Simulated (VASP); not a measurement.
Set up this calculation in VASP 6.6.1, as the native input.

```
Task                   : single point
Functional             : PBEsol
Potentials or basis    : VASP PAW PBE potentials, release 64 (Zr_sv, H)
Cutoff                 : 520 eV
k mesh                 : 14 × 14 × 16
Occupations            : gaussian, width 0.1 eV
Spin                   : no spin polarisation
Dipole correction      : no
Further INCAR settings : ALGO = Normal; EDIFF = 1e-06; NBANDS = 14
```

The structure of ZrH lies in POSCAR:

```
ZrH
1.0
   -1.7338505014      1.6980375957      2.6210038174
    1.6980375957     -1.7338505014      2.6210038174
    1.6680941814      1.6680941814     -2.6445117018
Zr H
1 1
Direct
   -0.0129041305      0.0129041305      0.0000000000
    0.7629041305      0.2370958695      0.5000000000
```

This cell differs from its parent crystal: strained and its atoms moved.

One way to write it, as run:

INCAR

```
PREC = Accurate
ENCUT = 520
EDIFF = 1E-6
ISMEAR = 0
SIGMA = 0.1
LREAL = F
LASPH = T
NELM = 80
ALGO = Normal
ISIF = 2
LWAVE = F
LCHARG = T
GGA = PS
LELF = T
LVHAR = T
NBANDS = 14
```

KPOINTS

```
Automatic mesh
0
Gamma
  14 14 16
```

Potentials or basis: VASP PAW PBE potentials, release 64 (Zr_sv, H).

Run with:

```sh
$ cat potpaw_PBE.64/Zr_sv/POTCAR potpaw_PBE.64/H/POTCAR > POTCAR
$ mpirun -np 1 vasp_std > vasp.out
```

Results of the run:

| Item | Value |
| --- | --- |
| Pressure | -12.4 GPa |
| Largest force | 0.387 eV/Å |

Caveat: the cell differs from its parent crystal (strained and its atoms moved); the PAW data sets were made with another functional, which shifts forces and pressure a little.

Run time: 5.4 min on 1 thread of Oxide Virtual Turin-like Processor, with other jobs on the host, peak memory 0.41 GiB.
